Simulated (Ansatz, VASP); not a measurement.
## HfN in VASP and in Ansatz

Contents of INCAR:

```
PREC     = Accurate       # precision mode
ENCUT    = 520            # plane-wave cutoff, eV
EDIFF    = 1E-7           # SCF threshold, eV
ISMEAR   = 0              # smearing method
SIGMA    = 0.15           # smearing width, eV
LREAL    = False          # projectors in reciprocal space
LASPH    = True           # aspherical terms in the spheres
NELM     = 60             # most SCF steps
ALGO     = Normal         # electronic algorithm
ISIF     = 2              # what is computed and relaxed
LWAVE    = False          # write WAVECAR
LCHARG   = False          # write CHGCAR
GGA      = PS             # functional
NBANDS   = 23             # bands
```

File KPOINTS:

```
Automatic mesh
0
Gamma
  18 18 10
```

The input POSCAR:

```
HfN
1.0
    2.9432852672      0.0000000000      0.0000000000
   -1.4716426336      2.5489598120      0.0000000000
    0.0000000000      0.0000000000      6.0876779333
Hf N
2 2
Direct
    0.6666666667      0.3333333333      0.7500000000
    0.3333333333      0.6666666667      0.2500000000
    0.0000000000      0.0000000000      0.0000000000
    0.0000000000      0.0000000000      0.5000000000
```

Input for Ansatz:

```yaml
crystal:
  lattice:
    - [2.9432852672, 0.0, 0.0]
    - [-1.4716426336, 2.548959812, 0.0]
    - [0.0, 0.0, 6.0876779333]
  atoms:
    - { symbol: Hf, position: [0.6666666667, 0.3333333333, 0.75] }
    - { symbol: Hf, position: [0.3333333333, 0.6666666667, 0.25] }
    - { symbol: "N", position: [0.0, 0.0, 0.0] }
    - { symbol: "N", position: [0.0, 0.0, 0.5] }
basis:
  ecutwfc: 420
kpoints:
  mp_grid: { grid: [18, 18, 10] }
hamiltonian:
  xc: pbesol
scf:
  occupations: { method: gaussian, width: 0.15 }
output:
  forces: true
  stress: true
  eigenvalues: true
```

Alike in both runs: task single point; functional PBEsol; k mesh 18 × 18 × 10; occupations gaussian, width 0.15 eV; no spin polarisation.

|  | VASP | Ansatz |
| --- | --- | --- |
| version | VASP 6.6.1 | Ansatz 0.2.0 |
| potentials or method | VASP PAW PBE potentials, release 64 (Hf_pv, N), cutoff 520 eV | scalar-relativistic, plane waves, PAW |
| valence electrons in the cell | 30 | 62 |

|  | VASP | Ansatz | Ansatz less VASP |
| --- | --- | --- | --- |
| gap on the k mesh at the Fermi level (eV) | none | none | - |
| pressure (GPa) | -0.9 | 1.1 | +2.05 |
| traceless stress, the component that is largest in VASP (GPa) | -51.25 | -50.83 | +0.425 |

VASP's potentials were made for PBE, not for PBEsol. A gap of «none» marks a metal or a gap that the smearing closes. VASP's potentials hold 30 valence electrons a cell and Ansatz's 62, so a difference there can come from the potentials and not from the codes.

Spin-orbit coupling is off throughout.
